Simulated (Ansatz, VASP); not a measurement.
ZnS in VASP and in Ansatz

```
CELL_PARAMETERS angstrom
0.00000 2.72156 2.72156
2.72156 0.00000 2.72156
2.72156 2.72156 0.00000
ATOMIC_POSITIONS crystal
Zn 0.00000 0.00000 0.00000
S 0.75000 0.75000 0.75000
```

Alike in both runs: task single point; functional PBE; k mesh 8 × 8 × 8; occupations gaussian, width 0.05 eV; no spin polarisation.

|  | VASP | Ansatz |
| --- | --- | --- |
| version | VASP 6.6.1 | Ansatz 0.2.0 |
| potentials or method | VASP PAW PBE potentials, release 64 (Zn, S), cutoff 520 eV | scalar-relativistic, plane waves, PAW |
| valence electrons in the cell | 18 | 18 |

Ansatz gave:

* gap on the k mesh at the Fermi level (eV): 2.02
* least direct gap on the mesh (eV): 2.02
* pressure (GPa): 0.0

**Question.** What did VASP give for the same quantities?

**Answer.** gap on the k mesh at the Fermi level (eV): 2.02; least direct gap on the mesh (eV): 2.02; pressure (GPa): 0.2.

With one functional, cell and mesh, what is left measures potentials, basis and numerics.
